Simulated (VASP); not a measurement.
# Be (P1) in VASP: notebook

The runs below take Be through single point, with PBE.

Everything below comes from runs of VASP 6.6.1. Logs are shortened: lines on timing, memory, paths and dates and some standing lists are left out, and cuts for length are marked.

### 1 The cell of the first run

The typed cell holds 36 atoms: a = 7.198 Å, b = 7.198 Å, c = 7.519 Å, α = 90.00°, β = 90.00°, γ = 120.00°.

### 2 Single point, PBE

Contents of INCAR:

```
ALGO = Normal ; EDIFF = 1E-7
ENCUT = 520 ; GGA = PE
ISIF = 2 ; ISMEAR = -1
LASPH = True ; LCHARG = True
LELF = True ; LREAL = Auto
LVHAR = True ; LWAVE = False
NBANDS = 60 ; NELM = 80
PREC = Accurate ; SIGMA = 0.36
```

Contents of KPOINTS:

```
k-points
0
Gamma
  2 2 2
```

Contents of POSCAR:

```
Be
1.0
    7.1976270000      0.0000000000      0.0000000000
   -3.5988140000      6.2333280000      0.0000000000
    0.0000000000      0.0000000000      7.5191210000
Be
36
Direct
    0.0240244971     -0.0172780896     -0.0083653395
    0.1460083599      0.2275509968      0.2759232096
    0.0258147036      0.0132834338      0.4828090943
    0.0960747191      0.1597220618      0.7833628425
   -0.0166880630      0.3065136312      0.0042425172
    0.1382463224      0.5976261798      0.2641000191
    0.0472410161      0.3524281090      0.5223881887
    0.0998117829      0.5257865461      0.7529337538
    0.0101723046      0.6560540373      0.0021412077
    0.1305273760      0.9238564054      0.2662678257
    0.0105617246      0.6658080563      0.4794576387
    0.0871715947      0.8916906025      0.7354849057
    0.3026350886      0.0045721964      0.0122354727
    0.4439356292      0.2290429767      0.2797933429
    0.3005006747      0.0431230315      0.5276414623
    0.3969664317      0.1765349104      0.7051755119
    0.3688913991      0.3626313263      0.0221036475
    0.3996817771      0.4977918698      0.2666934074
    0.3265687033      0.3395617879      0.4620353895
    0.4193066160      0.5607437953      0.7374532209
    0.3728623170      0.6732839985      0.0044420086
    0.4462119910      0.8846157302      0.2631823587
    0.2700095455      0.6517224828      0.5037290928
    0.4637202715      0.8928456837      0.7605676249
    0.6338286505      0.0233583088     -0.0325968953
    0.7737025798      0.2684280372      0.2728643415
    0.6987056167      0.0416310517      0.4658124267
    0.7534061900      0.1755402571      0.7384772768
    0.6728575228      0.3020376916     -0.0069954985
    0.7937556886      0.5414443135      0.2368760923
    0.6730951547      0.3723693026      0.4768110528
    0.8136781469      0.5768988893      0.6987917870
    0.6973004539      0.6848668961      0.0129669412
    0.8406428569      0.9398189859      0.2505479031
    0.6348114624      0.6403320987      0.5112831673
    0.7889255716      0.8995997002      0.7241138958
```

Potentials or basis: VASP PAW PBE potentials, release 64 (Be).

The run is started by

```sh
cat potpaw_PBE.64/Be/POTCAR > POTCAR
mpirun -np 1 vasp_std > vasp.out
```

OUTCAR:

```text
EDIFF = 1E-7
   ENCUT = 520
   GGA = PE
   ISIF = 2
   ISMEAR = -1
   LASPH = True
   LREAL = Auto
   NELM = 80
   PREC = Accurate

 ion  position               nearest neighbor table
   1  0.024  0.983  0.992-   4 1.92  13 1.94  12 2.15  33 2.26  34 2.28   9 2.30  10 2.31
   2  0.146  0.228  0.276-  19 1.80  18 1.89   3 2.05  10 2.13  14 2.14  34 2.15   7 2.32  17 2.37

   3  0.026  0.013  0.483-  15 1.91  10 2.03   2 2.05  34 2.10  12 2.23  19 2.27  36 2.34   7 2.39

   4  0.096  0.160  0.783-   1 1.92  12 1.93  36 2.11  16 2.19   5 2.32
   5  0.983  0.307  0.004-  29 2.22   4 2.32  25 2.33   8 2.33
   6  0.138  0.598  0.264-  23 1.98  11 2.04  22 2.15   9 2.30  30 2.31  18 2.33  10 2.38
   7  0.047  0.352  0.522-  23 1.94   8 2.06  19 2.11   2 2.32   3 2.39
   8  0.100  0.526  0.753-   7 2.06  23 2.17  20 2.19  32 2.30   9 2.33   5 2.33
   9  0.010  0.656  0.002-  30 2.22   6 2.30   1 2.30   8 2.33  13 2.33  33 2.36
  10  0.131  0.924  0.266-   3 2.03   2 2.13  34 2.15  13 2.19  14 2.23  15 2.25  11 2.27   1 2.31
                             6 2.38
  11  0.011  0.666  0.479-  23 1.93   6 2.04  32 2.06  10 2.27  30 2.27  31 2.29
  12  0.087  0.892  0.735-   4 1.93  15 2.08  32 2.15   1 2.15  16 2.16  36 2.18   3 2.23
  13  0.303  0.005  0.012-   1 1.94  10 2.19   9 2.33  25 2.34  17 2.38
  14  0.444  0.229  0.280-  19 1.97  31 2.07  18 2.11   2 2.14  15 2.22  10 2.23  26 2.25  17 2.34
[... 10 lines left out ...]
  23  0.270  0.652  0.504-  11 1.93   7 1.94   6 1.98   8 2.17  20 2.32  22 2.36
  24  0.464  0.893  0.761-  25 1.91  28 2.07  20 2.25  21 2.29  36 2.33  16 2.36
  25  0.634  0.023  0.967-  29 1.89  24 1.91  28 1.99  21 2.29   5 2.33  13 2.34
  26  0.774  0.268  0.273-  30 1.92  31 1.99  27 2.04  14 2.25  29 2.28
  27  0.699  0.042  0.466-  26 2.04  22 2.20  28 2.22  34 2.22
  28  0.753  0.176  0.738-  25 1.99  24 2.07  36 2.13  27 2.22  29 2.31
  29  0.673  0.302  0.993-  25 1.89   5 2.22  26 2.28  28 2.31  30 2.36
  30  0.794  0.541  0.237-  26 1.92  31 2.11   9 2.22  33 2.26  11 2.27   6 2.31  29 2.36
  31  0.673  0.372  0.477-  26 1.99  14 2.07  35 2.10  30 2.11  32 2.12  11 2.29  19 2.39
  32  0.814  0.577  0.699-  11 2.06  35 2.11  31 2.12  12 2.15   8 2.30
  33  0.697  0.685  0.013-  30 2.26   1 2.26  21 2.30  17 2.34   9 2.36
  34  0.841  0.940  0.251-   3 2.10   2 2.15  10 2.15  27 2.22   1 2.28
  35  0.635  0.640  0.511-  31 2.10  32 2.11  20 2.18  19 2.22  36 2.28  18 2.36
  36  0.789  0.900  0.724-   4 2.11  28 2.13  12 2.18  35 2.28  24 2.33   3 2.34

  LATTYP: Found a hexagonal cell.
 ALAT       =     7.1976270000
 C/A-ratio  =     1.0446666658

  Lattice vectors:

 A1 = (   7.1976270000,   0.0000000000,   0.0000000000)
 A2 = (  -3.5988140000,   6.2333280000,   0.0000000000)
 A3 = (   0.0000000000,   0.0000000000,   7.5191210000)

Analysis of symmetry for initial positions (statically):
=====================================================================
 Subroutine PRICEL returns:
 Original cell was already a primitive cell.

 Routine SETGRP: Setting up the symmetry group for a
 hexagonal supercell.

 Subroutine GETGRP returns: Found  1 space group operations
 (whereof  1 operations were pure point group operations)
 out of a pool of 24 trial point group operations.

The static configuration has the point symmetry C_1 .

Analysis of symmetry for dynamics (positions and initial velocities):
=====================================================================
 Subroutine PRICEL returns:
 Original cell was already a primitive cell.

 Routine SETGRP: Setting up the symmetry group for a
 hexagonal supercell.

 Subroutine GETGRP returns: Found  1 space group operations
 (whereof  1 operations were pure point group operations)
 out of a pool of 24 trial point group operations.

The dynamic configuration has the point symmetry C_1 .

 Subroutine INISYM returns: Found  1 space group operations
 (whereof  1 operations are pure point group operations),
 and found     1 'primitive' translations

----------------------------------------------------------------------------------------

                                     Primitive cell

  volume of cell :     337.3466

  direct lattice vectors                    reciprocal lattice vectors
     7.197627000  0.000000000  0.000000000     0.138934679  0.080213984  0.000000000
    -3.598814000  6.233328000  0.000000000     0.000000000  0.160427945  0.000000000
     0.000000000  0.000000000  7.519121000     0.000000000  0.000000000  0.132994269

  length of vectors
     7.197627000  7.197627398  7.519121000     0.160427954  0.160427945  0.132994269

[... 79 lines left out ...]
 KPOINTS: k-points

Automatic generation of k-mesh.
 Grid dimensions read from file:
 generate k-points for:    2    2    2

 Generating k-lattice:

  Cartesian coordinates                     Fractional coordinates (reciprocal lattice)
     0.069467340  0.040106992  0.000000000     0.500000000  0.000000000  0.000000000
     0.000000000  0.080213972  0.000000000     0.000000000  0.500000000  0.000000000
     0.000000000  0.000000000  0.066497134     0.000000000  0.000000000  0.500000000

  Length of vectors
     0.080213977  0.080213972  0.066497134

  Shift w.r.t. Gamma in fractional coordinates (k-lattice)
     0.000000000  0.000000000  0.000000000

 Subroutine IBZKPT returns following result:
 ===========================================

 Found      8 irreducible k-points:

 Following reciprocal coordinates:
            Coordinates               Weight
  0.000000  0.000000  0.000000      1.000000
  0.500000  0.000000  0.000000      1.000000
  0.000000  0.500000  0.000000      1.000000
  0.500000  0.500000  0.000000      1.000000
  0.000000  0.000000  0.500000      1.000000
  0.500000  0.000000  0.500000      1.000000
  0.000000  0.500000  0.500000      1.000000
  0.500000  0.500000  0.500000      1.000000
   k-points           NKPTS =      8   k-points in BZ     NKDIM =      8   number of bands    NBANDS=     60
   number of dos      NEDOS =    301   number of ions     NIONS =     36
   total plane-waves  NPLWV = 163296
   dimension x,y,z NGX =    54 NGY =   54 NGZ =   56
   dimension x,y,z NGXF=   108 NGYF=  108 NGZF=  112
   ions per type =              36
   NGX,Y,Z   is equivalent  to a cutoff of  12.47, 12.47, 12.38 a.u.
   NGXF,Y,Z  is equivalent  to a cutoff of  24.95, 24.95, 24.76 a.u.
 SYSTEM =  unknown system
   PREC   = accura    normal or accurate (medium, high low for compatibility)
   ISTART =      0    job   : 0-new  1-cont  2-samecut
   ICHARG =      2    charge: 1-file 2-atom 10-const
   ISPIN  =      1    spin polarized calculation?
   LNONCOLLINEAR =      F non collinear calculations
   LSORBIT =      F    spin-orbit coupling
   LASPH  =      T    aspherical Exc in radial PAW
   ENCUT  =  520.0 eV  38.22 Ry    6.18 a.u.  13.38 13.38 13.98*2*pi/ulx,y,z
   NELM   =     80;   NELMIN=  2; NELMDL= -5     # of ELM steps
   EDIFF  = 0.1E-06   stopping-criterion for ELM
   LREAL  =      T    real-space projection
   EDIFFG = 0.1E-05   stopping-criterion for IOM
   NSW    =      0    number of steps for IOM
   IBRION =     -1    ionic relax: 0-MD 1-quasi-New 2-CG
   NFREE  =      0    steps in history (QN), initial steepest desc. (CG)
   ISIF   =      2    stress and relaxation
   ISYM   =      2    0-nonsym 1-usesym 2-fastsym
   POTIM  = 0.5000    time-step for ionic-motion
   TEBEG  =    0.0;   TEEND  =   0.0 temperature during run
   PSTRESS=    0.0 pullay stress
   NELECT =      72.0000    total number of electrons
   NUPDOWN=      -1.0000    fix difference up-down
   EMIN   =  10.00;   EMAX   =-10.00  energy-range for DOS
   EFERMI =   0.00;   METHOD = LEGACY
   ISMEAR =    -1;   SIGMA  =   0.36  broadening in eV -4-tet -1-fermi 0-gaus
   EFERMI_NEDOS =   21; number of points for ismear=-14 and -15
   IALGO  =     38    algorithm
   IMIX   =      4    mixing-type and parameters
     AMIX     =   0.40;   BMIX     =  1.00
     AMIX_MAG =   1.60;   BMIX_MAG =  1.00
  volume/ion in A,a.u.               =       9.37        63.24
  Fermi-wavevector in a.u.,A,eV,Ry     =   0.978348  1.848810 13.023028  0.957166
  Thomas-Fermi vector in A             =   2.109117
   LORBIT       =      0    0 simple, 1 ext, 2 COOP (PROOUT), +10 PAW based schemes
   GGA     = PE    functional components
   LHFCALC =     F    Hartree Fock is set to
   AEXX    =    0.0000 exact exchange contribution
   IVDW    =     0    specifies the selected vdW correction
   LEPSILON=     F    determine dielectric tensor
   LRPA    =     F    only Hartree local field effects (RPA)
 non-spin polarized calculation
  energy-cutoff  :      520.00
  volume of cell :      337.35
 maximum number of plane-waves:      9100
 NGX is ok and might be reduce to    54
   NGX = 27   NGY = 27   NGZ = 27

 number of electron      72.0000000 magnetization

 Free energy of the ion-electron system (eV)
  ---------------------------------------------------
  ext. energy  EPLUGINS =         0.00000000
  ---------------------------------------------------
  free energy    TOTEN  =      -122.05570039 eV

  energy without entropy =     -119.23080702  energy(sigma->0) =     -120.64325371

 E-fermi :   5.3779     XC(G=0):  -9.9923

 val. band max:        5.3662936019   @ k =   0.5000   0.5000   0.0000
 cond. band min:       5.4251340400   @ k =   0.0000   0.0000   0.0000
 fundamental gap:      0.0588404382
 Fermi energy:         5.3778602737

 k-point     1 :       0.0000    0.0000    0.0000
  band No.  band energies     occupation
      1      -4.8863      2.00000
      2      -3.0698      2.00000
      3      -2.8005      2.00000
      4      -2.4805      2.00000
      5      -2.1017      2.00000
      6      -1.9627      2.00000
[... 397 lines left out ...]
     47       7.7591      0.00268
     48       7.8925      0.00185
 [bands above 48 left out]

------------------------ aborting loop because EDIFF is reached ----------------------------------------

  FORCE on cell =-STRESS in cart. coord.  units (eV):
  Direction    XX          YY          ZZ          XY          YZ          ZX
  --------------------------------------------------------------------------------------
  -------------------------------------------------------------------------------------
  Total      -11.0200489     -5.0488115     -5.9442015      1.7932402      4.1263920      1.0930230
  in kB      -52.3380712    -23.9785736    -28.2310947      8.5167254     19.5976808      5.1911490
  external PRESSURE =     -34.8492465 kB  Pullay stress =       0.0000000 kB

 VOLUME and BASIS-vectors are now :
 -----------------------------------------------------------------------------
  energy-cutoff  :      520.00
  volume of cell :      337.35
      direct lattice vectors                 reciprocal lattice vectors
     7.197627000  0.000000000  0.000000000     0.138934679  0.080213984  0.000000000
    -3.598814000  6.233328000  0.000000000     0.000000000  0.160427945  0.000000000
     0.000000000  0.000000000  7.519121000     0.000000000  0.000000000  0.132994269

 POSITION                                       TOTAL-FORCE (eV/Angst)
 -----------------------------------------------------------------------------------
     -3.36371      6.12563      7.45622        -1.681756     -0.453152      1.337139
      0.23200      1.41840      2.07470        -2.154380     -1.446982     -2.215527
      0.13800      0.08280      3.63030        -1.920153     -0.245709      1.184786
      0.11670      0.99560      5.89020        -0.564599      2.987325     -1.379560
      5.97443      1.91060      0.03190         0.102048      0.067053      0.253126
     -1.15570      3.72520      1.98580        -0.200155     -1.046748     -1.324700
[... 28 lines left out ...]
      2.26470      3.99140      3.84440        -0.076344      1.149411     -0.994400
      2.44090      5.60750      5.44470        -0.505804     -0.707187      0.265079
 -----------------------------------------------------------------------------------
    total drift:                                0.000461     -0.001870      0.001094

  FREE ENERGIE OF THE ION-ELECTRON SYSTEM (eV)
  ---------------------------------------------------
  free  energy   TOTEN  =      -122.0557003920 eV

  energy  without entropy=     -119.2308070224  energy(sigma->0) =     -120.64325371
```

Wall time 7.2 min (1 thread of Intel Xeon Platinum 8259CL at 2.50GHz (Skylake/Cascade Lake), shared host); peak memory 0.43 GiB.

What came out:

| Item | Value |
| --- | --- |
| Free energy | -122.0557 eV |
| Pressure | -3.5 GPa |
| Largest force | 7.286 eV/Å |
| Band gap on the k mesh | zero (bands 36 and 37 overlap by 0.38 eV) |

Forces in eV/Å, atoms in the order of the input:
```
Be  -1.682 -0.453  1.337
Be  -2.154 -1.447 -2.216
Be  -1.920 -0.246  1.185
Be  -0.565  2.987 -1.380
Be   0.102  0.067  0.253
Be  -0.200 -1.047 -1.325
Be  -1.235 -1.658 -0.827
Be  -0.317  0.821  0.707
Be  -0.190  0.283 -0.417
Be   0.644 -1.206 -0.608
Be  -1.595  0.328  0.230
Be   1.251 -1.438  0.308
Be   2.078  0.154 -0.162
Be   0.898 -0.537 -1.692
Be   1.572 -3.799 -5.303
Be   1.544  4.210  5.743
Be  -0.146 -0.814 -1.278
Be   0.307  4.209 -1.678
Be   1.155 -0.146  5.119
Be   0.621 -0.480  0.286
Be  -0.821 -0.076  0.129
Be   0.130  0.399 -0.303
Be   3.364  1.407  0.673
Be  -1.311 -0.981 -1.745
Be   1.706 -1.478  2.163
Be   1.656 -1.706 -1.317
Be   0.303 -0.688  1.219
Be   0.328  2.118 -0.469
Be  -1.225  2.097  0.026
Be  -1.055  1.463 -0.274
Be   0.002 -1.060  1.377
Be  -0.795 -0.540  1.812
Be  -0.511 -0.545 -0.248
Be  -1.355 -0.640 -0.596
Be  -0.076  1.149 -0.994
Be  -0.506 -0.707  0.265
```

Levels at points of the mesh, in eV from the Fermi level:
| k point | band 34 | band 35 | band 36 | band 37 | band 38 | band 39 |
| --- | --- | --- | --- | --- | --- | --- |
| (0.00, 0.00, 0.00) | -0.21 | -0.15 | -0.09 | 0.05 | 0.15 | 0.44 |
| (0.50, 0.00, 0.00) | -0.63 | -0.38 | -0.29 | 0.53 | 0.74 | 0.90 |
| (0.00, 0.50, 0.00) | -0.62 | -0.22 | -0.15 | 0.42 | 0.85 | 0.99 |
| (0.50, 0.50, 0.00) | -0.61 | -0.48 | -0.01 | 0.53 | 0.72 | 0.88 |
| (0.00, 0.00, 0.50) | -1.02 | -0.75 | -0.65 | -0.39 | -0.34 | 0.07 |
| (0.50, 0.00, 0.50) | -1.13 | -0.93 | -0.68 | 0.84 | 1.08 | 1.33 |
| (0.00, 0.50, 0.50) | -1.10 | -0.92 | -0.70 | 0.72 | 0.95 | 1.22 |
| (0.50, 0.50, 0.50) | -1.07 | -0.93 | -0.71 | 0.79 | 1.18 | 1.35 |

Caveat: the k points lie up to 0.50 Å⁻¹ apart; so wide a smearing shifts energies and pressures; forces of over 1 eV/Å act on the atoms, so gaps and moduli don't describe the material at rest.

[end of part 1 of 2]

The gap in the log of VASP goes by the Fermi energy; the results here count the filled bands.